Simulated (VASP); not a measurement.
# In2O (P-3m1) in VASP: electric field gradients with LDA

Aim: the electric field gradients of In2O with LDA.

All numbers are computed with VASP 6.6.1; they aren't measurements. Logs are shortened: lines on timing, memory, paths and dates and some standing lists are left out, and cuts for length are marked.

## Step 1: The cell of the first run

It takes space group P-3m1 (No. 164, trigonal). The conventional cell has a = 3.308 Å, b = 3.308 Å, c = 12.330 Å, α = 90.00°, β = 90.00°, γ = 120.00°. Within 2.9 Å of In (site symmetry 3m) lie 3 O at 2.15 Å and 1 In at 2.89 Å. Within 3.1 Å of In (site symmetry 3m) lie 1 O at 2.32 Å. O (site symmetry 3m) has 4 In at 2.15 to 2.32 Å within 2.8 Å.

## Step 2: Electric field gradients, LDA

File INCAR:

```
ALGO = Normal
EDIFF = 1E-8
ENCUT = 520
ISIF = 2
ISMEAR = -1
LASPH = True
LCHARG = False
LEFG = True
LREAL = False
LWAVE = False
NBANDS = 41
NELM = 60
PREC = Accurate
SIGMA = 0.15
```

File KPOINTS:

```
k-points
0
Gamma
  12 12 4
```

File POSCAR:

```
In2O
1.0
    3.3082231474      0.0000000000      0.0000000000
   -1.6541115737      2.8650052870      0.0000000000
    0.0000000000      0.0000000000     12.3299693048
In O
4 2
Direct
    0.0000000000      0.0000000000      0.3829938136
    0.0000000000      0.0000000000      0.6170061864
    0.6666666667      0.3333333333      0.1141025479
    0.3333333333      0.6666666667      0.8858974521
    0.6666666667      0.3333333333      0.3024534100
    0.3333333333      0.6666666667      0.6975465900
```

Potentials or basis: VASP PAW LDA potentials, release 64 (In_d, O).

Launch:

```bash
$ cat potpaw_LDA.64/In_d/POTCAR potpaw_LDA.64/O/POTCAR > POTCAR
$ mpirun -np 1 vasp_std > vasp.out
```

OUTCAR:

```text
EDIFF = 1E-8
   ENCUT = 520
   ISIF = 2
   ISMEAR = -1
   LASPH = True
   LREAL = False
   NELM = 60
   PREC = Accurate

 ion  position               nearest neighbor table
   1  0.000  0.000  0.383-   5 2.15   5 2.15   5 2.15   2 2.89   3 3.83   3 3.83   3 3.83
   2  0.000  0.000  0.617-   6 2.15   6 2.15   6 2.15   1 2.89   4 3.83   4 3.83   4 3.83
   3  0.667  0.333  0.114-   5 2.32   4 3.40   4 3.40   4 3.40   1 3.83   1 3.83   1 3.83
   4  0.333  0.667  0.886-   6 2.32   3 3.40   3 3.40   3 3.40   2 3.83   2 3.83   2 3.83
   5  0.667  0.333  0.302-   1 2.15   1 2.15   1 2.15   3 2.32
   6  0.333  0.667  0.698-   2 2.15   2 2.15   2 2.15   4 2.32

  LATTYP: Found a hexagonal cell.
 ALAT       =     3.3082231474
 C/A-ratio  =     3.7270669950

  Lattice vectors:

 A1 = (   3.3082231474,   0.0000000000,   0.0000000000)
 A2 = (  -1.6541115737,   2.8650052870,   0.0000000000)
 A3 = (   0.0000000000,   0.0000000000,  12.3299693048)

Analysis of symmetry for initial positions (statically):
=====================================================================
 Subroutine PRICEL returns:
 Original cell was already a primitive cell.

 Routine SETGRP: Setting up the symmetry group for a
 hexagonal supercell.

 Subroutine GETGRP returns: Found 12 space group operations
 (whereof 12 operations were pure point group operations)
 out of a pool of 24 trial point group operations.

The static configuration has the point symmetry D_3d.

Analysis of symmetry for dynamics (positions and initial velocities):
=====================================================================
 Subroutine PRICEL returns:
 Original cell was already a primitive cell.

 Routine SETGRP: Setting up the symmetry group for a
 hexagonal supercell.

 Subroutine GETGRP returns: Found 12 space group operations
 (whereof 12 operations were pure point group operations)
 out of a pool of 24 trial point group operations.

The dynamic configuration has the point symmetry D_3d.

 Subroutine INISYM returns: Found 12 space group operations
 (whereof 12 operations are pure point group operations),
 and found     1 'primitive' translations

----------------------------------------------------------------------------------------

                                     Primitive cell

  volume of cell :     116.8644

  direct lattice vectors                    reciprocal lattice vectors
     3.308223147  0.000000000  0.000000000     0.302277070  0.174519748  0.000000000
    -1.654111574  2.865005287  0.000000000     0.000000000  0.349039496  0.000000000
     0.000000000  0.000000000 12.329969305     0.000000000  0.000000000  0.081103203

  length of vectors
     3.308223147  3.308223147 12.329969305     0.349039496  0.349039496  0.081103203

  position of ions in fractional coordinates (direct lattice)
     0.000000000  0.000000000  0.382993814
     0.000000000  0.000000000  0.617006186
     0.666666667  0.333333333  0.114102548
     0.333333333  0.666666667  0.885897452
     0.666666667  0.333333333  0.302453410
     0.333333333  0.666666667  0.697546590

  ion indices of the primitive-cell ions
   primitive index   ion index
                 1           1
                 2           2
                 3           3
                 4           4
                 5           5
                 6           6

----------------------------------------------------------------------------------------

 KPOINTS: k-points

Automatic generation of k-mesh.
 Grid dimensions read from file:
 generate k-points for:   12   12    4

 Generating k-lattice:

  Cartesian coordinates                     Fractional coordinates (reciprocal lattice)
     0.025189756  0.014543312  0.000000000     0.083333333  0.000000000  0.000000000
[... 53 lines left out ...]
   ISPIN  =      1    spin polarized calculation?
   LNONCOLLINEAR =      F non collinear calculations
   LSORBIT =      F    spin-orbit coupling
   LASPH  =      T    aspherical Exc in radial PAW
   ENCUT  =  520.0 eV  38.22 Ry    6.18 a.u.   6.15  6.15 22.93*2*pi/ulx,y,z
   NELM   =     60;   NELMIN=  2; NELMDL= -5     # of ELM steps
   EDIFF  = 0.1E-07   stopping-criterion for ELM
   LREAL  =      F    real-space projection
   EDIFFG = 0.1E-06   stopping-criterion for IOM
   NSW    =      0    number of steps for IOM
   IBRION =     -1    ionic relax: 0-MD 1-quasi-New 2-CG
   NFREE  =      0    steps in history (QN), initial steepest desc. (CG)
   ISIF   =      2    stress and relaxation
   ISYM   =      2    0-nonsym 1-usesym 2-fastsym
   POTIM  = 0.5000    time-step for ionic-motion
   TEBEG  =    0.0;   TEEND  =   0.0 temperature during run
   PSTRESS=    0.0 pullay stress
   NELECT =      64.0000    total number of electrons
   NUPDOWN=      -1.0000    fix difference up-down
   EMIN   =  10.00;   EMAX   =-10.00  energy-range for DOS
   EFERMI =   0.00;   METHOD = LEGACY
   ISMEAR =    -1;   SIGMA  =   0.15  broadening in eV -4-tet -1-fermi 0-gaus
   EFERMI_NEDOS =   21; number of points for ismear=-14 and -15
   IALGO  =     38    algorithm
   IMIX   =      4    mixing-type and parameters
     AMIX     =   0.40;   BMIX     =  1.00
     AMIX_MAG =   1.60;   BMIX_MAG =  1.00
  volume/ion in A,a.u.               =      19.48       131.44
  Fermi-wavevector in a.u.,A,eV,Ry     =   1.339391  2.531082 24.408424  1.793969
  Thomas-Fermi vector in A             =   2.467787
   LORBIT       =      0    0 simple, 1 ext, 2 COOP (PROOUT), +10 PAW based schemes
   GGA     = CA    functional components
   LHFCALC =     F    Hartree Fock is set to
   AEXX    =    0.0000 exact exchange contribution
   IVDW    =     0    specifies the selected vdW correction
   LEPSILON=     F    determine dielectric tensor
   LRPA    =     F    only Hartree local field effects (RPA)
 non-spin polarized calculation
  energy-cutoff  :      520.00
  volume of cell :      116.86
 maximum number of plane-waves:      3176
 NGX is ok and might be reduce to    28
   NGX = 13   NGY = 13   NGZ = 45

 number of electron      64.0000009 magnetization

 Free energy of the ion-electron system (eV)
  ---------------------------------------------------
  ext. energy  EPLUGINS =         0.00000000
  ---------------------------------------------------
  free energy    TOTEN  =       -29.05962657 eV

  energy without entropy =      -28.94068631  energy(sigma->0) =      -29.00015644

 E-fermi :   7.4029     XC(G=0): -10.7302

 val. band max:        7.3854676875   @ k =   0.2500   0.2500   0.5000
 cond. band min:       7.4096077485   @ k =  -0.0833   0.3333   0.2500
 fundamental gap:      0.0241400611
 Fermi energy:         7.4028827042

 k-point     1 :       0.0000    0.0000    0.0000
  band No.  band energies     occupation
      1     -12.5054      2.00000
      2     -12.4918      2.00000
      3      -8.0567      2.00000
      4      -7.9612      2.00000
      5      -7.9612      2.00000
      6      -7.9508      2.00000
[... 1045 lines left out ...]
     40      14.8752      0.00000
     41      14.8875      0.00000

 [... further k-points ...]

------------------------ aborting loop because EDIFF is reached ----------------------------------------

  FORCE on cell =-STRESS in cart. coord.  units (eV):
  Direction    XX          YY          ZZ          XY          YZ          ZX
  --------------------------------------------------------------------------------------
  -------------------------------------------------------------------------------------
  Total        0.1589055      0.1589055      0.1177028      0.0000000      0.0000000      0.0000000
  in kB        2.1785489      2.1785489      1.6136722      0.0000000      0.0000000      0.0000000
  external PRESSURE =       1.9902567 kB  Pullay stress =       0.0000000 kB

 VOLUME and BASIS-vectors are now :
 -----------------------------------------------------------------------------
  energy-cutoff  :      520.00
  volume of cell :      116.86
      direct lattice vectors                 reciprocal lattice vectors
     3.308223147  0.000000000  0.000000000     0.302277070  0.174519748  0.000000000
    -1.654111574  2.865005287  0.000000000     0.000000000  0.349039496  0.000000000
     0.000000000  0.000000000 12.329969305     0.000000000  0.000000000  0.081103203

 POSITION                                       TOTAL-FORCE (eV/Angst)
 -----------------------------------------------------------------------------------
      0.00000      0.00000      4.72230         0.000000     -0.000000      0.046009
      0.00000      0.00000      7.60767         0.000000      0.000000     -0.046009
      1.65411      0.95500      1.40688        -0.000000      0.000000     -0.013342
     -0.00000      1.91000     10.92309         0.000000      0.000000      0.013342
      1.65411      0.95500      3.72924        -0.000000      0.000000     -0.040114
     -0.00000      1.91000      8.60073        -0.000000     -0.000000      0.040114
 -----------------------------------------------------------------------------------
    total drift:                                0.000000      0.000000      0.000000

  FREE ENERGIE OF THE ION-ELECTRON SYSTEM (eV)
  ---------------------------------------------------
  free  energy   TOTEN  =       -29.0596265658 eV

  energy  without entropy=      -28.9406863056  energy(sigma->0) =      -29.00015644

 Electric field gradients (V/A^2)
---------------------------------------------------------------------
 ion       V_xx      V_yy      V_zz      V_xy      V_xz      V_yz
---------------------------------------------------------------------
   1      25.830    25.828   -51.658    -0.001     0.000    -0.000
   2      25.830    25.828   -51.658    -0.001     0.000    -0.000
   3     -21.047   -21.046    42.093     0.001     0.000    -0.000
   4     -21.047   -21.046    42.093     0.001     0.000    -0.000
   5       1.663     1.665    -3.328     0.001    -0.000     0.000
   6       1.663     1.665    -3.328     0.001    -0.000     0.000
---------------------------------------------------------------------

 Electric field gradients after diagonalization (V/A^2)
 (convention: |V_zz| > |V_xx| > |V_yy|)
----------------------------------------------------------------------
 ion       V_xx      V_yy      V_zz     asymmetry (V_yy - V_xx)/ V_zz
----------------------------------------------------------------------
   1      25.830    25.827   -51.658       0.000
   2      25.830    25.827   -51.658       0.000
   3     -21.048   -21.045    42.093       0.000
   4     -21.048   -21.045    42.093       0.000
   5       1.665     1.662    -3.328       0.001
   6       1.665     1.662    -3.328       0.001
----------------------------------------------------------------------

           NMR quadrupolar parameters

 Cq : quadrupolar parameter    Cq=e*Q*V_zz/h
 eta: asymmetry parameters     (V_yy - V_xx)/ V_zz
 Q  : nuclear electric quadrupole moment in mb (millibarn)
----------------------------------------------------------------------
 ion       Cq(MHz)       eta       Q (mb)
----------------------------------------------------------------------
   1      -0.125       0.000       1.000
   2      -0.125       0.000       1.000
   3       0.102       0.000       1.000
   4       0.102       0.000       1.000
   5      -0.008       0.001       1.000
   6      -0.008       0.001       1.000
----------------------------------------------------------------------
```

Run time: 6.2 min. Hardware: 1 thread of Intel Xeon Platinum 8375C at 2.90GHz (Ice Lake), shared host; peak memory 0.38 GiB.

Results:

| Quantity | Value |
| --- | --- |
| Free energy | -29.0596 eV |
| Pressure | 0.2 GPa |
| Largest force | 0.046 eV/Å |
| Band gap on the k mesh | zero (bands 32 and 33 overlap by 1.51 eV) |
| Largest electric field gradient by atom | In -51.7, +42.1 (each value once); O -3.3 V/Å² |

Forces on the atoms (eV/Å):
```
In   0.000  0.000  0.046
In   0.000  0.000 -0.046
In   0.000  0.000 -0.013
In   0.000  0.000  0.013
O    0.000  0.000 -0.040
O    0.000  0.000  0.040
```

Levels at points of the mesh, in eV from the Fermi level:
```
           k point  band 29  band 30  band 31  band 32  band 33  band 34  band 35  band 36
(0.00, 0.00, 0.00)    -3.90    -3.88    -3.88    -1.40    -0.15     2.40     4.00     6.81
(0.50, 0.00, 0.00)    -3.54    -3.14    -2.85    -1.27    -0.73     0.12     1.68     2.35
(0.00, 0.00, 0.50)    -3.88    -3.88    -2.78    -2.65     1.02     1.24     5.00     6.00
(0.50, 0.00, 0.50)    -3.72    -3.09    -2.62    -1.25    -0.95     0.13     1.93     2.20
```

Electric field gradients, principal values (V/Å²):
```tsv
atom	least	middle	greatest (by size)
1 In	25.827	25.830	-51.658
2 In	25.827	25.830	-51.658
3 In	-21.045	-21.048	42.093
4 In	-21.045	-21.048	42.093
5 O	1.662	1.665	-3.328
6 O	1.662	1.665	-3.328
```

Caveat: without QUAD_EFG the Cq values of the log hold for a quadrupole moment of 1 mb, not for the nuclei; spin-orbit coupling is left out, which moves the levels of the heavy elements.

The gap in the log of VASP goes by the Fermi energy; the results here count the filled bands.